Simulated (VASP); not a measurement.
PrWCl2, 4 atoms in the cell. It takes space group P4/mmm (No. 123, tetragonal). The conventional cell has a = 3.888 Å, b = 3.888 Å, c = 6.381 Å, α = 90.00°, β = 90.00°, γ = 90.00°. Pr (site symmetry 4/mmm) has 4 Cl at 2.75 Å and 2 W at 3.19 Å within 3.6 Å. W (site symmetry 4/mmm) has 4 Cl at 2.75 Å and 2 Pr at 3.19 Å within 3.6 Å. Within 3.6 Å of Cl (site symmetry 4/mmm) lie 4 W at 2.75 Å and 2 Cl at 3.19 Å. Within 3.6 Å of Cl (site symmetry 4/mmm) lie 4 Pr at 2.75 Å and 2 Cl at 3.19 Å. The cell was built from a structure type or drawn by symmetry, and may not be a known phase.

- Program: VASP 6.6.1
- Task: single point
- Functional: PBE
- Potentials or basis: VASP PAW PBE potentials, release 64 (Pr_3, W_sv, Cl), 4f in core
- Cutoff: 500 eV
- k mesh: 4 × 4 × 4
- Occupations: gaussian, width 0.1 eV
- Spin: collinear spin
- Starting moments: [0.01, 2.0, 0.06, 0.01] μB
- Dipole correction: no
- Mended: yes
- Further INCAR settings: ALGO = Normal; EDIFF = 1e-06; NBANDS = 32

Potentials or basis: VASP PAW PBE potentials, release 64 (Pr_3, W_sv, Cl), 4f in core.

Run with:

```sh
$ cat potpaw_PBE.64/Pr_3/POTCAR potpaw_PBE.64/W_sv/POTCAR potpaw_PBE.64/Cl/POTCAR > POTCAR
$ mpirun -np 1 vasp_std > vasp.out
```

Hardware: 1 thread of Intel(R) Xeon(R) 6975P-C (Granite Rapids) (shared host).

**Question.** How long does it take, and how much memory?

**Answer.** Wall time 56 s on 1 thread of Intel(R) Xeon(R) 6975P-C (Granite Rapids) (shared host), peak memory 0.26 GiB. Counts: scf iterations 17, k points 18.
